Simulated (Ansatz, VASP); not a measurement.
# One calculation of HfO2, two programs

```xyz
24
Lattice="7.1747 0.0000 0.0000 0.0000 6.3274 0.0000 0.0000 0.0000 23.6233" Properties=species:S:1:pos:R:3 pbc="T T T"
O     1.7937    3.3329    8.0000
O     5.3810    3.3329    8.0000
O     0.0000    6.0453    8.3107
O     3.5874    6.0453    8.3107
O     1.7937    1.1862    9.4775
O     5.3810    1.1862    9.4775
O     0.0000    3.8985    9.7882
O     3.5874    3.8985    9.7882
O     1.6957    5.3886   10.9840
O     5.3779    5.3154   10.9051
O     0.0299    1.7258   11.1769
O     3.6092    1.7834   11.0644
O     1.8540    3.2221   12.4296
O     5.3570    3.1089   12.4357
O    -0.4490    5.8223   12.7944
O     3.6502    6.0822   12.6265
Hf    1.7937    5.1976    8.8941
Hf    5.3810    5.1976    8.8941
Hf    0.0000    2.0339    8.8941
Hf    3.5874    2.0339    8.8941
Hf    1.9149    0.9527   11.8163
Hf    5.3683    0.8980   11.7376
Hf    0.0202    4.0043   11.8069
Hf    3.6296    4.1701   11.8115
```

Alike in both runs: task single point; functional PBE; dispersion D3(BJ); k mesh 2 × 3 × 1; occupations gaussian, width 0.05 eV; no spin polarisation.

```csv
,VASP,Ansatz
version,VASP 6.6.1,Ansatz 0.2.0
potentials or method,"VASP PAW PBE potentials, release 64 (O, Hf_pv), cutoff 520 eV","scalar-relativistic, plane waves, PAW"
valence electrons in the cell,176,304
```

|  | VASP | Ansatz | Ansatz less VASP |
| --- | --- | --- | --- |
| gap on the k mesh at the Fermi level (eV) | 3.08 | 3.11 | +0.029 |
| least direct gap on the mesh (eV) | 3.13 | 3.16 | +0.029 |
| rms of the force components (eV/Å) | 0.660 | 0.655 | -0.0049 |

VASP's potentials hold 176 valence electrons a cell and Ansatz's 304, so a difference there can come from the potentials and not from the codes.

The k mesh is coarse, so the values compare programs but aren't converged. Neither program's run includes spin-orbit coupling.
